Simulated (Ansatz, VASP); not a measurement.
# One calculation of AlN, two programs

```
Al N
1.0
     0.00000    2.03452    2.08538
     2.03452    0.00000    2.08538
     2.03452    2.03452    0.00000
Al N
1 1
Direct
  0.50000 0.50000 0.50000
  0.00000 0.00000 0.00000
```

Change from the starting cell: strain +0.000 along x and y, +0.025 along z, atoms carried along.

Alike in both runs: task single point; functional r2SCAN; k mesh 10 × 10 × 10; occupations gaussian, width 0.05 eV; no spin polarisation.

|  | VASP | Ansatz |
| --- | --- | --- |
| version | VASP 6.6.1 | Ansatz 0.2.0 |
| potentials or method | VASP PAW PBE potentials, release 64 (Al, N), cutoff 520 eV | scalar-relativistic, plane waves, PAW |
| valence electrons in the cell | 8 | 8 |

```csv
,VASP,Ansatz,Ansatz less VASP
gap on the k mesh at the Fermi level (eV),4.87,4.86,-0.004
least direct gap on the mesh (eV),5.75,5.70,-0.044
pressure (GPa),-12.5,-11.8,+0.77
"traceless stress, the component that is largest in VASP (GPa)",-3.30,-3.24,+0.059
```

VASP's potentials were made for PBE, not for r2SCAN.
